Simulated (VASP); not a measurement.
# Eu (Im-3m) in VASP: further runs

Runs on Eu. Level: PBE. Tasks: single point.

Everything below comes from runs of VASP 6.6.1. Logs are shortened: lines on timing, memory, paths and dates and some standing lists are left out, and cuts for length are marked.

## (1) The cell of the first run

Symmetry: Im-3m, No. 229, cubic system. Conventional cell: a = 4.388 Å, b = 4.388 Å, c = 4.388 Å, α = 90.00°, β = 90.00°, γ = 90.00°. Within 5.0 Å of Eu (site symmetry m-3m) lie 14 Eu at 3.80 to 4.39 Å.

## (2) Single point, PBE, collinear spin, ferromagnetic start

Input file INCAR:

```
PREC = Accurate
ENCUT = 520
EDIFF = 1E-7
ISMEAR = -1
SIGMA = 0.05
LREAL = F
LASPH = T
NELM = 150
ALGO = Normal
ISIF = 2
LWAVE = F
LCHARG = F
ISPIN = 2
MAGMOM = 7.02
LORBIT = 11
LMAXMIX = 6
GGA = PE
NBANDS = 18
```

Input file KPOINTS:

```
Automatic mesh
0
Gamma
  10 10 10
```

Input file POSCAR:

```
Eu
1.0
   -2.1939508085      2.1939508085      2.1939508085
    2.1939508085     -2.1939508085      2.1939508085
    2.1939508085      2.1939508085     -2.1939508085
Eu
1
Direct
    0.0000000000      0.0000000000      0.0000000000
```

Potentials or basis: VASP PAW PBE potentials, release 64 (Eu).

On the command line:

```sh
> cat potpaw_PBE.64/Eu/POTCAR > POTCAR
> mpirun -np 1 vasp_std > vasp.out
```

OUTCAR:

```text
PREC = Accurate
   ENCUT = 520
   EDIFF = 1E-7
   ISMEAR = -1
   LREAL = F
   LASPH = T
   NELM = 150
   ISIF = 2
   ISPIN = 2
   LORBIT = 11
   GGA = PE

 ion  position               nearest neighbor table
   1  0.000  0.000  0.000-

  LATTYP: Found a body centered cubic cell.
 ALAT       =     4.3879016170

  Lattice vectors:

 A1 = (  -2.1939508085,   2.1939508085,   2.1939508085)
 A2 = (   2.1939508085,  -2.1939508085,   2.1939508085)
 A3 = (   2.1939508085,   2.1939508085,  -2.1939508085)

Analysis of symmetry for initial positions (statically):
=====================================================================
 Subroutine PRICEL returns:
 Original cell was already a primitive cell.

 Routine SETGRP: Setting up the symmetry group for a
 body centered cubic supercell.

 Subroutine GETGRP returns: Found 48 space group operations
 (whereof 48 operations were pure point group operations)
 out of a pool of 48 trial point group operations.

The static configuration has the point symmetry O_h .

Analysis of symmetry for dynamics (positions and initial velocities):
=====================================================================
 Subroutine PRICEL returns:
 Original cell was already a primitive cell.

 Routine SETGRP: Setting up the symmetry group for a
 body centered cubic supercell.

 Subroutine GETGRP returns: Found 48 space group operations
 (whereof 48 operations were pure point group operations)
 out of a pool of 48 trial point group operations.

The dynamic configuration has the point symmetry O_h .

Analysis of structural, dynamic, and magnetic symmetry:
=====================================================================
 Subroutine PRICEL returns:
 Original cell was already a primitive cell.

 Routine SETGRP: Setting up the symmetry group for a
 body centered cubic supercell.

 Subroutine GETGRP returns: Found 48 space group operations
 (whereof 48 operations were pure point group operations)
 out of a pool of 48 trial point group operations.

The overall configuration has the point symmetry O_h .

 Subroutine INISYM returns: Found 48 space group operations
 (whereof 48 operations are pure point group operations),
 and found     1 'primitive' translations

----------------------------------------------------------------------------------------

                                     Primitive cell

  volume of cell :      42.2416

  direct lattice vectors                    reciprocal lattice vectors
    -2.193950808  2.193950808  2.193950808     0.000000000  0.227899367  0.227899367
     2.193950808 -2.193950808  2.193950808     0.227899367  0.000000000  0.227899367
     2.193950808  2.193950808 -2.193950808     0.227899367  0.227899367  0.000000000

  length of vectors
     3.800034270  3.800034270  3.800034270     0.322298375  0.322298375  0.322298375

  position of ions in fractional coordinates (direct lattice)
     0.000000000  0.000000000  0.000000000

  ion indices of the primitive-cell ions
   primitive index   ion index
                 1           1

----------------------------------------------------------------------------------------

 KPOINTS: Automatic mesh

Automatic generation of k-mesh.
 Grid dimensions read from file:
 generate k-points for:   10   10   10

 Generating k-lattice:

  Cartesian coordinates                     Fractional coordinates (reciprocal lattice)
     0.000000000  0.022789937  0.022789937     0.100000000  0.000000000  0.000000000
     0.022789937  0.000000000  0.022789937     0.000000000  0.100000000  0.000000000
     0.022789937  0.022789937  0.000000000     0.000000000  0.000000000  0.100000000

  Length of vectors
     0.032229838  0.032229838  0.032229838

  Shift w.r.t. Gamma in fractional coordinates (k-lattice)
     0.000000000  0.000000000  0.000000000

 Subroutine IBZKPT returns following result:
 ===========================================

 Found     47 irreducible k-points:

 Following reciprocal coordinates:
            Coordinates               Weight
  0.000000  0.000000  0.000000      1.000000
  0.100000  0.000000  0.000000     12.000000
  0.200000  0.000000  0.000000     12.000000
  0.300000  0.000000  0.000000     12.000000
  0.400000  0.000000  0.000000     12.000000
  0.500000  0.000000  0.000000      6.000000
[... 16 lines left out ...]
  0.300000  0.300000  0.100000      8.000000
 -0.300000  0.300000  0.100000     24.000000
 [... further k-points ...]
   k-points           NKPTS =     47   k-points in BZ     NKDIM =     47   number of bands    NBANDS=     18
   number of dos      NEDOS =    301   number of ions     NIONS =      1
   total plane-waves  NPLWV =  21952
   dimension x,y,z NGX =    28 NGY =   28 NGZ =   28
   dimension x,y,z NGXF=    56 NGYF=   56 NGZF=   56
   ions per type =               1
   NGX,Y,Z   is equivalent  to a cutoff of  12.25, 12.25, 12.25 a.u.
   NGXF,Y,Z  is equivalent  to a cutoff of  24.50, 24.50, 24.50 a.u.
 SYSTEM =  unknown system
   PREC   = accura    normal or accurate (medium, high low for compatibility)
   ISTART =      0    job   : 0-new  1-cont  2-samecut
   ICHARG =      2    charge: 1-file 2-atom 10-const
   ISPIN  =      2    spin polarized calculation?
   LNONCOLLINEAR =      F non collinear calculations
   LSORBIT =      F    spin-orbit coupling
   LASPH  =      T    aspherical Exc in radial PAW
   ENCUT  =  520.0 eV  38.22 Ry    6.18 a.u.   7.07  7.07  7.07*2*pi/ulx,y,z
   NELM   =    150;   NELMIN=  2; NELMDL= -5     # of ELM steps
   EDIFF  = 0.1E-06   stopping-criterion for ELM
   LREAL  =      F    real-space projection
   EDIFFG = 0.1E-05   stopping-criterion for IOM
   NSW    =      0    number of steps for IOM
   IBRION =     -1    ionic relax: 0-MD 1-quasi-New 2-CG
   NFREE  =      0    steps in history (QN), initial steepest desc. (CG)
   ISIF   =      2    stress and relaxation
   ISYM   =      2    0-nonsym 1-usesym 2-fastsym
   POTIM  = 0.5000    time-step for ionic-motion
   TEBEG  =    0.0;   TEEND  =   0.0 temperature during run
   PSTRESS=    0.0 pullay stress
   NELECT =      17.0000    total number of electrons
   NUPDOWN=      -1.0000    fix difference up-down
   EMIN   =  10.00;   EMAX   =-10.00  energy-range for DOS
   EFERMI =   0.00;   METHOD = LEGACY
   ISMEAR =    -1;   SIGMA  =   0.05  broadening in eV -4-tet -1-fermi 0-gaus
   EFERMI_NEDOS =   21; number of points for ismear=-14 and -15
   IALGO  =     38    algorithm
   IMIX   =      4    mixing-type and parameters
     AMIX     =   0.40;   BMIX     =  1.00
     AMIX_MAG =   1.60;   BMIX_MAG =  1.00
  volume/ion in A,a.u.               =      42.24       285.06
  Fermi-wavevector in a.u.,A,eV,Ry     =   1.208679  2.284072 19.876813  1.460905
  Thomas-Fermi vector in A             =   2.344279
   LORBIT       =     11    0 simple, 1 ext, 2 COOP (PROOUT), +10 PAW based schemes
   GGA     = PE    functional components
   LHFCALC =     F    Hartree Fock is set to
   AEXX    =    0.0000 exact exchange contribution
   IVDW    =     0    specifies the selected vdW correction
   LEPSILON=     F    determine dielectric tensor
   LRPA    =     F    only Hartree local field effects (RPA)
 spin polarized calculation
  energy-cutoff  :      520.00
  volume of cell :       42.24
 maximum number of plane-waves:      1157
   NGX = 15   NGY = 15   NGZ = 15

 number of electron      16.9999992 magnetization       7.3020435

 Free energy of the ion-electron system (eV)
  ---------------------------------------------------
  ext. energy  EPLUGINS =         0.00000000
  ---------------------------------------------------
  free energy    TOTEN  =       -11.44395742 eV

  energy without entropy =      -11.43028477  energy(sigma->0) =      -11.43712109

 E-fermi :   2.1119     XC(G=0):  -8.8095

 val. band max:        2.0452281444   @ k =  -0.4000   0.4000   0.4000
 cond. band min:       2.1225304021   @ k =  -0.4000   0.5000   0.3000
 fundamental gap:      0.0773022576
 Fermi energy:         2.1118830378

 spin component 1

 k-point     1 :       0.0000    0.0000    0.0000
  band No.  band energies     occupation
      1     -39.5508      1.00000
      2     -18.1094      1.00000
      3     -18.1094      1.00000
      4     -18.1094      1.00000
      5      -2.2866      1.00000
      6       1.5719      0.99998
[... 10 lines left out ...]
     17       5.6180      0.00000
     18      11.5369      0.00000

 k-point     2 :       0.1000    0.0000    0.0000
  band No.  band energies     occupation
      1     -39.5475      1.00000
      2     -18.1534      1.00000
      3     -18.1233      1.00000
      4     -18.1095      1.00000
      5      -2.0575      1.00000
      6       1.5694      0.99998
[... 10 lines left out ...]
     17       5.6303      0.00000
     18      11.7410      0.00000
[... 442 lines left out ...]
 k-point    24 :      -0.3000    0.3000    0.1000
  band No.  band energies     occupation
      1     -39.5256      1.00000
      2     -18.3952      1.00000
      3     -18.2191      1.00000
      4     -18.1433      1.00000
      5      -0.3724      1.00000
      6       1.5351      0.99999
[... 10 lines left out ...]
     17       6.1965      0.00000
     18      10.4737      0.00000

 [... further k-points ...]

 spin component 2

 k-point     1 :       0.0000    0.0000    0.0000
  band No.  band energies     occupation
      1     -36.4233      1.00000
      2     -15.7784      1.00000
      3     -15.7784      1.00000
      4     -15.7784      1.00000
      5      -1.5074      1.00000
      6       4.9055      0.00000
[... 10 lines left out ...]
     17       6.7428      0.00000
     18      12.6232      0.00000

 k-point     2 :       0.1000    0.0000    0.0000
  band No.  band energies     occupation
      1     -36.4190      1.00000
      2     -15.8345      1.00000
      3     -15.7956      1.00000
      4     -15.7787      1.00000
      5      -1.2675      1.00000
      6       4.6757      0.00000
[... 10 lines left out ...]
     17       6.8866      0.00000
     18      12.8737      0.00000
[... 442 lines left out ...]
 k-point    24 :      -0.3000    0.3000    0.1000
  band No.  band energies     occupation
      1     -36.3905      1.00000
      2     -16.1390      1.00000
      3     -15.9138      1.00000
      4     -15.8216      1.00000
      5       0.4667      1.00000
      6       3.5555      0.00000
[... 10 lines left out ...]
     17       7.4455      0.00000
     18      11.6224      0.00000

 [... further k-points ...]

------------------------ aborting loop because EDIFF is reached ----------------------------------------

  FORCE on cell =-STRESS in cart. coord.  units (eV):
  Direction    XX          YY          ZZ          XY          YZ          ZX
  --------------------------------------------------------------------------------------
  -------------------------------------------------------------------------------------
  Total       -0.0823897     -0.0823897     -0.0823897      0.0000000      0.0000000      0.0000000
  in kB       -3.1249469     -3.1249469     -3.1249469      0.0000000      0.0000000      0.0000000
  external PRESSURE =      -3.1249469 kB  Pullay stress =       0.0000000 kB

 VOLUME and BASIS-vectors are now :
 -----------------------------------------------------------------------------
  energy-cutoff  :      520.00
  volume of cell :       42.24
      direct lattice vectors                 reciprocal lattice vectors
    -2.193950808  2.193950808  2.193950808     0.000000000  0.227899367  0.227899367
     2.193950808 -2.193950808  2.193950808     0.227899367  0.000000000  0.227899367
     2.193950808  2.193950808 -2.193950808     0.227899367  0.227899367  0.000000000

 POSITION                                       TOTAL-FORCE (eV/Angst)
 -----------------------------------------------------------------------------------
      0.00000      0.00000      0.00000        -0.000000     -0.000000     -0.000000
 -----------------------------------------------------------------------------------
    total drift:                               -0.000000     -0.000000     -0.000000

  FREE ENERGIE OF THE ION-ELECTRON SYSTEM (eV)
  ---------------------------------------------------
  free  energy   TOTEN  =       -11.4439574174 eV

  energy  without entropy=      -11.4302847694  energy(sigma->0) =      -11.43712109

 total charge

# of ion       s       p       d       f       tot
--------------------------------------------------
    1        2.085   5.711   0.293   6.645  14.733

 magnetization (x)

# of ion       s       p       d       f       tot
--------------------------------------------------
    1       -0.003  -0.094   0.132   6.643   6.677
```

It took 47 s on 1 thread of Intel Xeon 6975P-C (Granite Rapids), shared host; peak memory 0.21 GiB.

What came out:

| Property | Result |
| --- | --- |
| Free energy | -11.4440 eV |
| Pressure | -0.3 GPa |
| Net moment | 7.30 μB per cell |
| Site moments | Eu +6.68 μB |
| Valence electrons inside the program's atomic spheres | Eu 14.73 |

Levels at points of the mesh, in eV from the Fermi level:
Spin up:
```
           k point  band 9  band 10  band 11  band 12  band 13  band 14  band 15  band 16
(0.00, 0.00, 0.00)   -0.38    -0.38    -0.38    -0.34     1.79     1.79     1.79     3.51
(0.50, 0.00, 0.00)   -0.40    -0.39    -0.38    -0.37     0.40     0.80     3.41     4.12
(0.50, 0.50, 0.50)   -0.50    -0.50    -0.34    -0.34    -0.34     4.99     4.99     4.99
```
Spin down:
| k point | band 3 | band 4 | band 5 | band 6 | band 7 | band 8 |
| --- | --- | --- | --- | --- | --- | --- |
| (0.00, 0.00, 0.00) | -17.89 | -17.89 | -3.62 | 2.79 | 2.79 | 2.79 |
| (0.50, 0.00, 0.00) | -18.07 | -17.89 | -0.95 | 1.30 | 1.56 | 3.89 |
| (0.50, 0.50, 0.50) | -18.27 | -18.27 | -0.33 | -0.33 | 3.94 | 3.94 |

Caveat: spin-orbit coupling is left out, which moves the levels of the heavy elements; semilocal functionals describe open f shells poorly, which spoils levels, moments and volumes. The state reached can hang on the start; a lower one may exist.

(Continued in part 2 of 2.)
